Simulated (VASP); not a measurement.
# N (P2_12_12_1) in VASP: a series of runs

The runs below take N through single point, with PBEsol.

Everything below comes from runs of VASP 6.6.1. Logs are shortened: lines on timing, memory, paths and dates and some standing lists are left out, and cuts for length are marked.

**1. The cell of the first run**

The typed cell holds 4 atoms: a = 5.498 Å, b = 6.200 Å, c = 5.849 Å, α = 90.00°, β = 90.00°, γ = 90.00°.

**2. Single point, PBEsol, collinear spin, ferromagnetic start (strain -0.0600 x Voigt [1, -1, 0, 0, 0, 0])**

INCAR reads:

```
PREC = Accurate
ENCUT = 520
EDIFF = 1E-6
ISMEAR = 0
SIGMA = 0.05
LREAL = False
LASPH = True
NELM = 150
ALGO = Normal
ISIF = 2
LWAVE = False
LCHARG = True
ISPIN = 2
MAGMOM = 3.24 3.24 3.24 3.24
LORBIT = 11
GGA = PS
LELF = True
LVHAR = True
NBANDS = 22
```

KPOINTS reads:

```
regular mesh
0
Gamma
  4 4 4
```

POSCAR reads:

```
N
1.0
    5.4983957562      0.0000000000      0.0000000000
    0.0000000000      6.2003186186      0.0000000000
    0.0000000000      0.0000000000      5.8493571874
N
4
Direct
    0.0000638858      0.0000638858      0.0000638858
    0.4999361142      0.9999361142      0.5000638858
    0.5000638858      0.4999361142      0.9999361142
    0.9999361142      0.5000638858      0.4999361142
```

Potentials or basis: VASP PAW PBE potentials, release 64 (N).

Started as:

```bash
$ cat potpaw_PBE.64/N/POTCAR > POTCAR
$ mpirun -np 1 vasp_std > vasp.out
```

OUTCAR:

```text
PREC = Accurate
   ENCUT = 520
   EDIFF = 1E-6
   ISMEAR = 0
   LREAL = False
   LASPH = True
   NELM = 150
   ISIF = 2
   ISPIN = 2
   LORBIT = 11
   GGA = PS

 ion  position               nearest neighbor table
   1  0.000  0.000  0.000-
   2  0.500  1.000  0.500-
   3  0.500  0.500  1.000-
   4  1.000  0.500  0.500-

  LATTYP: Found a simple orthorhombic cell.
 ALAT       =     5.4983957562
 B/A-ratio  =     1.0638297872
 C/A-ratio  =     1.1276595745

  Lattice vectors:

 A1 = (  -5.4983957562,   0.0000000000,   0.0000000000)
 A2 = (   0.0000000000,   0.0000000000,   5.8493571874)
 A3 = (   0.0000000000,   6.2003186186,   0.0000000000)

Analysis of symmetry for initial positions (statically):
=====================================================================
 Subroutine PRICEL returns:
 Original cell was already a primitive cell.

 Routine SETGRP: Setting up the symmetry group for a
 simple orthorhombic supercell.

 Subroutine GETGRP returns: Found  4 space group operations
 (whereof  1 operations were pure point group operations)
 out of a pool of  8 trial point group operations.

The static configuration has the point symmetry C_1 .
 The point group associated with its full space group is D_2 .

Analysis of symmetry for dynamics (positions and initial velocities):
=====================================================================
 Subroutine PRICEL returns:
 Original cell was already a primitive cell.

 Routine SETGRP: Setting up the symmetry group for a
 simple orthorhombic supercell.

 Subroutine GETGRP returns: Found  4 space group operations
 (whereof  1 operations were pure point group operations)
 out of a pool of  8 trial point group operations.

The dynamic configuration has the point symmetry C_1 .
 The point group associated with its full space group is D_2 .

Analysis of structural, dynamic, and magnetic symmetry:
=====================================================================
 Subroutine PRICEL returns:
 Original cell was already a primitive cell.

 Routine SETGRP: Setting up the symmetry group for a
 simple orthorhombic supercell.

 Subroutine GETGRP returns: Found  4 space group operations
 (whereof  1 operations were pure point group operations)
 out of a pool of  8 trial point group operations.

The overall configuration has the point symmetry C_1 .
 The point group associated with its full space group is D_2 .

 Subroutine INISYM returns: Found  4 space group operations
 (whereof  1 operations are pure point group operations),
 and found     1 'primitive' translations

----------------------------------------------------------------------------------------

                                     Primitive cell

  volume of cell :     199.4151

  direct lattice vectors                    reciprocal lattice vectors
     5.498395756  0.000000000  0.000000000     0.181871230  0.000000000  0.000000000
     0.000000000  6.200318619  0.000000000     0.000000000  0.161282034  0.000000000
     0.000000000  0.000000000  5.849357187     0.000000000  0.000000000  0.170958956

  length of vectors
     5.498395756  6.200318619  5.849357187     0.181871230  0.161282034  0.170958956

  position of ions in fractional coordinates (direct lattice)
     0.000063886  0.000063886  0.000063886
     0.499936114  0.999936114  0.500063886
     0.500063886  0.499936114  0.999936114
     0.999936114  0.500063886  0.499936114

  ion indices of the primitive-cell ions
   primitive index   ion index
                 1           1
                 2           2
                 3           3
                 4           4

----------------------------------------------------------------------------------------

 KPOINTS: regular mesh

Automatic generation of k-mesh.
 Grid dimensions read from file:
 generate k-points for:    4    4    4

 Generating k-lattice:

  Cartesian coordinates                     Fractional coordinates (reciprocal lattice)
     0.045467808  0.000000000  0.000000000     0.250000000  0.000000000  0.000000000
     0.000000000  0.040320509  0.000000000     0.000000000  0.250000000  0.000000000
     0.000000000  0.000000000  0.042739739     0.000000000  0.000000000  0.250000000

  Length of vectors
     0.045467808  0.040320509  0.042739739

  Shift w.r.t. Gamma in fractional coordinates (k-lattice)
     0.000000000  0.000000000  0.000000000

 Subroutine IBZKPT returns following result:
 ===========================================

 Found     27 irreducible k-points:

 Following reciprocal coordinates:
            Coordinates               Weight
  0.000000  0.000000  0.000000      1.000000
  0.250000  0.000000  0.000000      2.000000
  0.500000  0.000000  0.000000      1.000000
  0.000000  0.250000  0.000000      2.000000
  0.250000  0.250000  0.000000      4.000000
  0.500000  0.250000  0.000000      2.000000
[... 16 lines left out ...]
  0.250000  0.250000  0.500000      4.000000
  0.500000  0.250000  0.500000      2.000000
 [... further k-points ...]
   k-points           NKPTS =     27   k-points in BZ     NKDIM =     27   number of bands    NBANDS=     22
   number of dos      NEDOS =    301   number of ions     NIONS =      4
   total plane-waves  NPLWV =  96768
   dimension x,y,z NGX =    42 NGY =   48 NGZ =   48
   dimension x,y,z NGXF=    84 NGYF=   96 NGZF=   96
   ions per type =               4
   NGX,Y,Z   is equivalent  to a cutoff of  12.70, 12.87, 13.64 a.u.
   NGXF,Y,Z  is equivalent  to a cutoff of  25.40, 25.74, 27.28 a.u.
 SYSTEM =  unknown system
   PREC   = accura    normal or accurate (medium, high low for compatibility)
   ISTART =      0    job   : 0-new  1-cont  2-samecut
   ICHARG =      2    charge: 1-file 2-atom 10-const
   ISPIN  =      2    spin polarized calculation?
   LNONCOLLINEAR =      F non collinear calculations
   LSORBIT =      F    spin-orbit coupling
   LASPH  =      T    aspherical Exc in radial PAW
   ENCUT  =  520.0 eV  38.22 Ry    6.18 a.u.  10.22 11.53 10.88*2*pi/ulx,y,z
   NELM   =    150;   NELMIN=  2; NELMDL= -5     # of ELM steps
   EDIFF  = 0.1E-05   stopping-criterion for ELM
   LREAL  =      F    real-space projection
[... 7 lines left out ...]
   TEBEG  =    0.0;   TEEND  =   0.0 temperature during run
   PSTRESS=    0.0 pullay stress
   NELECT =      20.0000    total number of electrons
   NUPDOWN=      -1.0000    fix difference up-down
   EMIN   =  10.00;   EMAX   =-10.00  energy-range for DOS
   EFERMI =   0.00;   METHOD = LEGACY
   ISMEAR =     0;   SIGMA  =   0.05  broadening in eV -4-tet -1-fermi 0-gaus
   EFERMI_NEDOS =   21; number of points for ismear=-14 and -15
   IALGO  =     38    algorithm
   IMIX   =      4    mixing-type and parameters
     AMIX     =   0.40;   BMIX     =  1.00
     AMIX_MAG =   1.60;   BMIX_MAG =  1.00
  volume/ion in A,a.u.               =      49.85       336.43
  Fermi-wavevector in a.u.,A,eV,Ry     =   0.760616  1.437356  7.871469  0.578537
  Thomas-Fermi vector in A             =   1.859673
   LORBIT       =     11    0 simple, 1 ext, 2 COOP (PROOUT), +10 PAW based schemes
   GGA     = PS    functional components
   LHFCALC =     F    Hartree Fock is set to
   AEXX    =    0.0000 exact exchange contribution
   IVDW    =     0    specifies the selected vdW correction
   LEPSILON=     F    determine dielectric tensor
   LRPA    =     F    only Hartree local field effects (RPA)
 spin polarized calculation
 Gauss-broadening in eV      SIGMA  =   0.05
  energy-cutoff  :      520.00
  volume of cell :      199.42
 maximum number of plane-waves:      5390
 NGX is ok and might be reduce to    42
   NGX = 21   NGY = 23   NGZ = 21

 number of electron      19.9999996 magnetization      12.0000004

 Free energy of the ion-electron system (eV)
  ---------------------------------------------------
  ext. energy  EPLUGINS =         0.00000000
  ---------------------------------------------------
  free energy    TOTEN  =       -12.75902204 eV

  energy without entropy =      -12.75902204  energy(sigma->0) =      -12.75902204

 E-fermi :  -6.0540     XC(G=0):  -4.3577

 val. band max:       -6.3512980190   @ k =   0.0000   0.0000   0.0000
 cond. band min:      -3.0261208761   @ k =   0.5000   0.5000   0.5000
 fundamental gap:      3.3251771430
 Fermi energy:        -6.0539916623

 spin component 1

 k-point     1 :       0.0000    0.0000    0.0000
  band No.  band energies     occupation
      1     -18.1437      1.00000
      2     -18.0446      1.00000
      3     -18.0239      1.00000
      4     -18.0097      1.00000
      5      -6.8676      1.00000
      6      -6.8565      1.00000
[... 14 lines left out ...]
     21       4.5565      0.00000
     22       5.0421      0.00000
[... 552 lines left out ...]
  band No.  band energies     occupation
      1     -18.0541      1.00000
      2     -18.0541      1.00000
      3     -18.0540      1.00000
      4     -18.0540      1.00000
      5      -6.8572      1.00000
      6      -6.8572      1.00000
[... 14 lines left out ...]
     21       4.8687      0.00000
     22       4.8690      0.00000

 [... further k-points ...]

 spin component 2

 k-point     1 :       0.0000    0.0000    0.0000
  band No.  band energies     occupation
      1     -13.6353      1.00000
      2     -13.4533      1.00000
      3     -13.4206      1.00000
      4     -13.3972      1.00000
      5      -2.9386      0.00000
      6      -2.8884      0.00000
[... 14 lines left out ...]
     21       6.1056      0.00000
     22       6.5922      0.00000
[... 552 lines left out ...]
  band No.  band energies     occupation
      1     -13.4732      1.00000
      2     -13.4732      1.00000
      3     -13.4732      1.00000
      4     -13.4732      1.00000
      5      -2.9289      0.00000
      6      -2.9289      0.00000
[... 14 lines left out ...]
     21       6.0342      0.00000
     22       6.0348      0.00000

 [... further k-points ...]

------------------------ aborting loop because EDIFF is reached ----------------------------------------

  FORCE on cell =-STRESS in cart. coord.  units (eV):
  Direction    XX          YY          ZZ          XY          YZ          ZX
  --------------------------------------------------------------------------------------
  -------------------------------------------------------------------------------------
  Total        0.0128265     -0.0053730      0.0108745      0.0000000      0.0000000      0.0000000
  in kB        0.1030526     -0.0431688      0.0873702      0.0000000      0.0000000      0.0000000
  external PRESSURE =       0.0490847 kB  Pullay stress =       0.0000000 kB

 VOLUME and BASIS-vectors are now :
 -----------------------------------------------------------------------------
  energy-cutoff  :      520.00
  volume of cell :      199.42
      direct lattice vectors                 reciprocal lattice vectors
     5.498395756  0.000000000  0.000000000     0.181871230  0.000000000  0.000000000
     0.000000000  6.200318619  0.000000000     0.000000000  0.161282034  0.000000000
     0.000000000  0.000000000  5.849357187     0.000000000  0.000000000  0.170958956

 POSITION                                       TOTAL-FORCE (eV/Angst)
 -----------------------------------------------------------------------------------
      0.00035      0.00040      0.00037        -0.000009     -0.000006      0.000004
      2.74885      6.19992      2.92505         0.000009      0.000006      0.000004
      2.74955      3.09976      5.84898        -0.000009      0.000006     -0.000004
      5.49804      3.10056      2.92430         0.000009     -0.000006     -0.000004
 -----------------------------------------------------------------------------------
    total drift:                                0.000000      0.000000     -0.000000

  FREE ENERGIE OF THE ION-ELECTRON SYSTEM (eV)
  ---------------------------------------------------
  free  energy   TOTEN  =       -12.7590220392 eV

  energy  without entropy=      -12.7590220392  energy(sigma->0) =      -12.75902204

 total charge

# of ion       s       p       d       tot
------------------------------------------
    1        1.360   1.907   0.000   3.268
    2        1.360   1.907   0.000   3.268
    3        1.360   1.907   0.000   3.268
    4        1.360   1.907   0.000   3.268
--------------------------------------------------
tot          5.441   7.630   0.000  13.071

 magnetization (x)

# of ion       s       p       d       tot
------------------------------------------
    1        0.035   1.907   0.000   1.943
    2        0.035   1.907   0.000   1.943
    3        0.035   1.907   0.000   1.943
    4        0.035   1.907   0.000   1.943
--------------------------------------------------
tot          0.141   7.630   0.000   7.771
```

Run time: 99 s. Hardware: 1 thread of Intel Xeon 6975P-C (Granite Rapids), shared host; peak memory 0.43 GiB.

What came out:

```yaml
Free_energy: -12.7590 eV
Pressure: 0.0 GPa
Band_gap_on_the_k_mesh: 3.33 eV
Net_moment: 12.00 μB per cell
Site_moments: N +1.94 μB
Valence_electrons_inside_the_program's_atomic_spheres: N 3.27
```

Caveat: the cell differs from its parent crystal (strain -0.0600 x Voigt [1, -1, 0, 0, 0, 0]); the nearest neighbours stand farther apart than a usual bond; the PAW data sets were made with another functional, which shifts forces and pressure a little; this functional lacks dispersion, which binds layers or chains, so the pressure and a relaxed spacing across them are unreliable.

(Part 1 of 2 ends here.)
